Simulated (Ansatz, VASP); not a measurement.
## NbIn2S3: VASP beside Ansatz

```
Nb In S
1.0
     3.86637    0.00000    0.00000
     0.00000    3.86637    0.00000
     0.00000    0.00000    8.20826
Nb In S
1 2 3
Direct
  0.00000 0.00000 0.62515
  0.50000 0.50000 0.72860
  0.00000 0.00000 0.27024
  0.50000 0.00000 0.99856
  0.00000 0.50000 0.99856
  0.50000 0.50000 0.37889
```

Change from the starting cell: species swapped into the Zr2As3S type (P4mm, No. 99).

Alike in both runs: task single point; functional PBE; k mesh 4 × 4 × 2; occupations gaussian, width 0.1 eV; collinear spin.

|  | VASP | Ansatz |
| --- | --- | --- |
| version | VASP 6.6.1 | Ansatz 0.2.0 |
| potentials or method | VASP PAW PBE potentials, release 64 (Nb_sv, In_d, S), cutoff 520 eV | scalar-relativistic, plane waves, PAW |
| valence electrons in the cell | 57 | 57 |

|  | VASP | Ansatz | Ansatz less VASP |
| --- | --- | --- | --- |
| gap on the k mesh at the Fermi level (eV) | none | none | - |
| pressure (GPa) | 0.4 | 0.5 | +0.08 |
| traceless stress, the component that is largest in VASP (GPa) | 3.35 | 3.34 | -0.002 |
| rms of the force components (eV/Å) | 0.476 | 0.474 | -0.0025 |
| net moment per atom (μB) | 0.00 | 0.00 | 0.000 |

Atom by atom the forces differ by 0.003 eV/Å (rms over components). A gap of «none» marks a metal or a gap that the smearing closes. Ansatz's warnings: no starting moments, stability check not made.

The k mesh is coarse, so the values compare programs but aren't converged.
